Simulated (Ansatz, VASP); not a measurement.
**WC: VASP beside Ansatz**

```
W C
1.0
     2.89080    0.00000    0.00000
    -1.44540    2.50351    0.00000
     0.00000    0.00000    2.81954
W C
1 1
Direct
  0.00000 0.00000 0.00000
  0.66667 0.33333 0.50000
```

Change from the starting cell: volume scaled by 0.99, crystal datasets.

Alike in both runs: task electric field gradients; functional PBEsol; k mesh 14 × 14 × 13; occupations fermi-dirac, width 0.05 eV; no spin polarisation.

|  | VASP | Ansatz |
| --- | --- | --- |
| version | VASP 6.6.1 | Ansatz 0.2.0 |
| potentials or method | VASP PAW PBE potentials, release 64 (W_sv, C), cutoff 520 eV | all-electron PAW with datasets made for the crystal, scalar-relativistic |

Ansatz gave:

| Property | Result |
| --- | --- |
| pressure (GPa) | 3.5 |
| traceless stress, the component that is largest in VASP (GPa) | 0.56 |
| size of Vzz on the site where it differs most (V/Å²) | 135.2 |

**Question.** Which values does VASP return?

**Answer.** Pressure (GPa): 4.8; traceless stress, the component that is largest in VASP (GPa): 0.82; size of Vzz on the site where it differs most (V/Å²): 146.1.

VASP's potentials were made for PBE, not for PBEsol. Ansatz ran all-electron here, and VASP with PAW potentials.

Spin-orbit coupling is off throughout.
